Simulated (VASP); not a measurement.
# WSeS (l.A) in VASP: single point with LDA

Aim: the single point of WSeS (l.A) with LDA.

Everything below comes from runs of VASP 6.6.1. Logs are shortened: lines on timing, memory, paths and dates and some standing lists are left out, and cuts for length are marked.

## 1. The cell of the first run

The cell holds a sheet with vacuum, 3 atoms: a = 3.186 Å, b = 3.186 Å, c = 30.200 Å, α = 90.00°, β = 90.00°, γ = 120.00°.

## 2. Single point, LDA

INCAR

```
SYSTEM = WSeS
PREC     = Accurate       ! precision mode
ENCUT    = 400            ! plane-wave cutoff, eV
EDIFF    = 1E-6           ! SCF threshold, eV
ISMEAR   = 0              ! smearing method
SIGMA    = 0.03           ! smearing width, eV
LREAL    = .FALSE.        ! projectors in reciprocal space
LASPH    = .TRUE.         ! aspherical terms in the spheres
NELM     = 120            ! most SCF steps
ALGO     = Normal         ! electronic algorithm
ISIF     = 2              ! what is computed and relaxed
LWAVE    = .FALSE.        ! write WAVECAR
LCHARG   = .FALSE.        ! write CHGCAR
LDIPOL   = .TRUE.       
IDIPOL   = 3            
DIPOL    = 0.5 0.5 0.284
GGA      = CA             ! functional
NBANDS   = 20             ! bands
GGA_COMPAT= .FALSE.      
NELMDL   = -8
```

KPOINTS

```
regular mesh
0
G
  12 12 1
  0 0 0
```

POSCAR

```
WSeS
1.0
    3.1856137038      0.0000000000      0.0000000000
   -1.5928068519      2.7588223941      0.0000000000
    0.0000000000      0.0000000000     30.1999999990
S W Se
1 1 1
Direct
    0.6666666667      0.3333333333      0.2315418624
    0.3333333333      0.6666666667      0.2821058815
    0.6666666667      0.3333333333      0.3383390112
```

Potentials or basis: VASP PAW LDA potentials, release 64 (S, W_sv, Se).

Started as:

```sh
> cat potpaw_LDA.64/S/POTCAR potpaw_LDA.64/W_sv/POTCAR potpaw_LDA.64/Se/POTCAR > POTCAR
> mpirun -np 1 vasp_std > vasp.out
```

OUTCAR:

```text
SYSTEM = WSeS
   PREC = Accurate
   ENCUT = 400
   EDIFF = 1E-6
   ISMEAR = 0
   LREAL = .FALSE.
   LASPH = .TRUE.
   NELM = 120
   ISIF = 2
   GGA = CA
   NELMDL = -8

 ion  position               nearest neighbor table
   1  0.667  0.333  0.232-   2 2.39   2 2.39   2 2.39
   2  0.333  0.667  0.282-   1 2.39   1 2.39   1 2.39   3 2.50   3 2.50   3 2.50
   3  0.667  0.333  0.338-   2 2.50   2 2.50   2 2.50

  LATTYP: Found a hexagonal cell.
 ALAT       =     3.1856137038
 C/A-ratio  =     9.4801199414

  Lattice vectors:

 A1 = (   3.1856137038,   0.0000000000,   0.0000000000)
 A2 = (  -1.5928068519,   2.7588223941,   0.0000000000)
 A3 = (   0.0000000000,   0.0000000000,  30.1999999990)

Analysis of symmetry for initial positions (statically):
=====================================================================
 Subroutine PRICEL returns:
 Original cell was already a primitive cell.

 Routine SETGRP: Setting up the symmetry group for a
 hexagonal supercell.

 Subroutine GETGRP returns: Found  6 space group operations
 (whereof  6 operations were pure point group operations)
 out of a pool of 24 trial point group operations.

The static configuration has the point symmetry C_3v.

Analysis of symmetry for dynamics (positions and initial velocities):
=====================================================================
 Subroutine PRICEL returns:
 Original cell was already a primitive cell.

 Routine SETGRP: Setting up the symmetry group for a
 hexagonal supercell.

 Subroutine GETGRP returns: Found  6 space group operations
 (whereof  6 operations were pure point group operations)
 out of a pool of 24 trial point group operations.

The dynamic configuration has the point symmetry C_3v.

 Subroutine INISYM returns: Found  6 space group operations
 (whereof  6 operations are pure point group operations),
 and found     1 'primitive' translations

----------------------------------------------------------------------------------------

                                     Primitive cell

  volume of cell :     265.4140

  direct lattice vectors                    reciprocal lattice vectors
     3.185613704  0.000000000  0.000000000     0.313911256  0.181236748  0.000000000
    -1.592806852  2.758822394  0.000000000     0.000000000  0.362473497  0.000000000
     0.000000000  0.000000000 30.199999999     0.000000000  0.000000000  0.033112583

[... 81 lines left out ...]
   EDIFFG = 0.1E-04   stopping-criterion for IOM
   NSW    =      0    number of steps for IOM
   IBRION =     -1    ionic relax: 0-MD 1-quasi-New 2-CG
   NFREE  =      0    steps in history (QN), initial steepest desc. (CG)
   ISIF   =      2    stress and relaxation
   ISYM   =      2    0-nonsym 1-usesym 2-fastsym
   POTIM  = 0.5000    time-step for ionic-motion
   TEBEG  =    0.0;   TEEND  =   0.0 temperature during run
   PSTRESS=    0.0 pullay stress
   NELECT =      26.0000    total number of electrons
   NUPDOWN=      -1.0000    fix difference up-down
   EMIN   =  10.00;   EMAX   =-10.00  energy-range for DOS
   EFERMI =   0.00;   METHOD = LEGACY
   ISMEAR =     0;   SIGMA  =   0.03  broadening in eV -4-tet -1-fermi 0-gaus
   EFERMI_NEDOS =   21; number of points for ismear=-14 and -15
   IALGO  =     38    algorithm
   IMIX   =      4    mixing-type and parameters
     AMIX     =   0.40;   BMIX     =  1.00
     AMIX_MAG =   1.60;   BMIX_MAG =  1.00
  volume/ion in A,a.u.               =      88.47       597.03
  Fermi-wavevector in a.u.,A,eV,Ry     =   0.754672  1.426123  7.748916  0.569529
  Thomas-Fermi vector in A             =   1.852392
   LORBIT       =      0    0 simple, 1 ext, 2 COOP (PROOUT), +10 PAW based schemes
   GGA     = CA    functional components
   LHFCALC =     F    Hartree Fock is set to
   AEXX    =    0.0000 exact exchange contribution
   IVDW    =     0    specifies the selected vdW correction
   LEPSILON=     F    determine dielectric tensor
   LRPA    =     F    only Hartree local field effects (RPA)
 non-spin polarized calculation
 Gauss-broadening in eV      SIGMA  =   0.03
  energy-cutoff  :      400.00
  volume of cell :      265.41
 maximum number of plane-waves:      4859
 NGX is ok and might be reduce to    24
   NGX = 11   NGY = 11   NGZ = 99

 number of electron      25.9999999 magnetization

 dipolmoment           0.000000      0.000000     -0.032749 electrons x Angstroem

 Free energy of the ion-electron system (eV)
  ---------------------------------------------------
  ext. energy  EPLUGINS =         0.00000000
  ---------------------------------------------------
  free energy    TOTEN  =       -25.10998363 eV

  energy without entropy =      -25.10998363  energy(sigma->0) =      -25.10998363

 E-fermi :  -2.8089     XC(G=0):  -2.7162

 val. band max:       -3.1243450694   @ k =   0.3333   0.3333   0.0000
 cond. band min:      -1.2890476284   @ k =   0.1667   0.1667   0.0000
 fundamental gap:      1.8352974411
 Fermi energy:        -2.8088819985

 k-point     1 :       0.0000    0.0000    0.0000
  band No.  band energies     occupation
      1     -76.5523      2.00000
      2     -41.1115      2.00000
      3     -40.9087      2.00000
      4     -40.9087      2.00000
      5     -18.0984      2.00000
      6     -16.4641      2.00000
[... 426 lines left out ...]
     19       3.8612      0.00000
     20       6.0040      0.00000

------------------------ aborting loop because EDIFF is reached ----------------------------------------

 vacuum level on the upper side and lower side of the slab       (xc-potential included)        -0.338         0.323

  FORCE on cell =-STRESS in cart. coord.  units (eV):
  Direction    XX          YY          ZZ          XY          YZ          ZX
  --------------------------------------------------------------------------------------
  -------------------------------------------------------------------------------------
  Total        0.1888899      0.1888899      0.2296176     -0.0000000     -0.0000000      0.0000000
  in kB        1.1402381      1.1402381      1.3860918     -0.0000000     -0.0000000      0.0000000
  external PRESSURE =       1.2221894 kB  Pullay stress =       0.0000000 kB

 VOLUME and BASIS-vectors are now :
 -----------------------------------------------------------------------------
  energy-cutoff  :      400.00
  volume of cell :      265.41
      direct lattice vectors                 reciprocal lattice vectors
     3.185613704  0.000000000  0.000000000     0.313911256  0.181236748  0.000000000
    -1.592806852  2.758822394  0.000000000     0.000000000  0.362473497  0.000000000
     0.000000000  0.000000000 30.199999999     0.000000000  0.000000000  0.033112583

 POSITION                                       TOTAL-FORCE (eV/Angst)
 -----------------------------------------------------------------------------------
      1.59281      0.91961      6.99256        -0.000000      0.000000     -0.047821
     -0.00000      1.83921      8.51960         0.000000     -0.000000     -0.059777
      1.59281      0.91961     10.21784        -0.000000     -0.000000      0.107597
 -----------------------------------------------------------------------------------
    total drift:                               -0.000000      0.000000     -0.000258

  FREE ENERGIE OF THE ION-ELECTRON SYSTEM (eV)
  ---------------------------------------------------
  free  energy   TOTEN  =       -25.1099836297 eV

  energy  without entropy=      -25.1099836297  energy(sigma->0) =      -25.10998363

 vacuum level on the upper side and lower side of the slab         2.210         2.885
```

OSZICAR:

```text
N       E                     dE             d eps       ncg     rms          rms(c)
DAV:   1     0.162793599032E+03    0.16279E+03   -0.11756E+04   912   0.805E+02
DAV:   2    -0.111369071725E+02   -0.17393E+03   -0.16882E+03  1052   0.207E+02
DAV:   3    -0.260603732094E+02   -0.14923E+02   -0.14860E+02  1052   0.617E+01
[... 19 lines left out ...]
DAV:  23    -0.251099748188E+02   -0.11213E-04   -0.63137E-07   760   0.262E-03    0.254E-03
DAV:  24    -0.251099777438E+02   -0.29249E-05   -0.82771E-08   732   0.111E-03    0.737E-04
DAV:  25    -0.251099810956E+02   -0.33518E-05   -0.68605E-08   644   0.687E-04    0.194E-04
DAV:  26    -0.251099826705E+02   -0.15749E-05   -0.21819E-08   624   0.389E-04    0.268E-04
DAV:  27    -0.251099836297E+02   -0.95915E-06   -0.16020E-08   604   0.343E-04
   1 F= -.25109984E+02 E0= -.25109984E+02  d E =-.223546E-51
```

Run time: 65 s. Hardware: 1 thread of Intel Xeon Platinum 8559C (Emerald Rapids), shared host; peak memory 0.29 GiB.

What came out:

```
Free energy            : -25.1100 eV
Largest force          : 0.108 eV/Å
Band gap on the k mesh : 1.84 eV, indirect (least direct gap 1.89 eV)
```

Forces on the atoms (eV/Å):
```
S    0.000  0.000 -0.048
W    0.000  0.000 -0.060
Se   0.000  0.000  0.108
```

Levels at points of the mesh, in eV from the valence-band top:
```tsv
k point	band 11	band 12	band 13	band 14	band 15	band 16
(0.00, 0.00, 0.00)	-1.21	-1.21	-0.17	3.11	3.11	3.41
(0.50, 0.00, 0.00)	-2.15	-0.90	-0.87	2.86	3.13	3.97
```

Caveat: spin-orbit coupling is left out, which moves the levels of the heavy elements.
